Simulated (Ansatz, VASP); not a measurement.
TiO2 in VASP and in Ansatz

The input INCAR:

```
ALGO     = Normal         # electronic algorithm
EDIFF    = 1E-7           # SCF threshold, eV
ENCUT    = 520            # plane-wave cutoff, eV
GGA      = PE             # functional
ISIF     = 2              # what is computed and relaxed
ISMEAR   = 0              # smearing method
LASPH    = T              # aspherical terms in the spheres
LCHARG   = T              # write CHGCAR
LELF     = T              # ELF
LREAL    = F              # projectors in reciprocal space
LVHAR    = T            
LWAVE    = F              # write WAVECAR
NBANDS   = 33             # bands
NELM     = 60             # most SCF steps
PREC     = Accurate       # precision mode
SIGMA    = 0.05           # smearing width, eV
```

File KPOINTS:

```
k-points
0
Gamma
  6 6 10
```

POSCAR

```
TiO2
1.0
    4.6430645122      0.0058038306      0.0000000000
    0.0058038306      4.6430645122      0.0000000000
    0.0000000000      0.0000000000      2.9640243990
Ti O
2 4
Direct
    0.0000000000      0.0000000000      0.0000000000
    0.5000000000      0.5000000000      0.5000000000
    0.3051105247      0.3051105247      0.0000000000
    0.1948894753      0.8051105247      0.5000000000
    0.6948894753      0.6948894753      0.0000000000
    0.8051105247      0.1948894753      0.5000000000
```

Input for Ansatz:

```yaml
crystal:
  lattice:
    - [4.6430645122, 0.0058038306, 0.0]
    - [0.0058038306, 4.6430645122, 0.0]
    - [0.0, 0.0, 2.964024399]
  atoms:
    - { symbol: Ti, position: [0.0, 0.0, 0.0] }
    - { symbol: Ti, position: [0.5, 0.5, 0.5] }
    - { symbol: O, position: [0.3051105247, 0.3051105247, 0.0] }
    - { symbol: O, position: [0.1948894753, 0.8051105247, 0.5] }
    - { symbol: O, position: [0.6948894753, 0.6948894753, 0.0] }
    - { symbol: O, position: [0.8051105247, 0.1948894753, 0.5] }
basis:
  ecutwfc: 420
kpoints:
  mp_grid: { grid: [6, 6, 10] }
hamiltonian:
  xc: pbe
scf:
  occupations: { method: gaussian, width: 0.05 }
output:
  forces: true
  stress: true
  eigenvalues: true
```

Change from the starting cell: strain +0.0025 x Voigt [0, 0, 0, 0, 0, 1], atoms carried along.

Alike in both runs: task single point; functional PBE; k mesh 6 × 6 × 10; occupations gaussian, width 0.05 eV; no spin polarisation.

|  | VASP | Ansatz |
| --- | --- | --- |
| version | VASP 6.6.1 | Ansatz 0.2.0 |
| potentials or method | VASP PAW PBE potentials, release 64 (Ti_sv, O), cutoff 520 eV | scalar-relativistic, plane waves, PAW |
| valence electrons in the cell | 48 | 48 |

VASP gave:

```
gap on the k mesh at the Fermi level (eV)                     : 1.83
least direct gap on the mesh (eV)                             : 1.83
pressure (GPa)                                                : 0.7
traceless stress, the component that is largest in VASP (GPa) : -0.53
rms of the force components (eV/Å)                            : 0.012
```

Task: Which values does Ansatz return?

Result: gap on the k mesh at the Fermi level (eV): 1.86; least direct gap on the mesh (eV): 1.86; pressure (GPa): 0.0; traceless stress, the component that is largest in VASP (GPa): -0.53; rms of the force components (eV/Å): 0.001.

Atom by atom the forces differ by 0.013 eV/Å (rms over components).
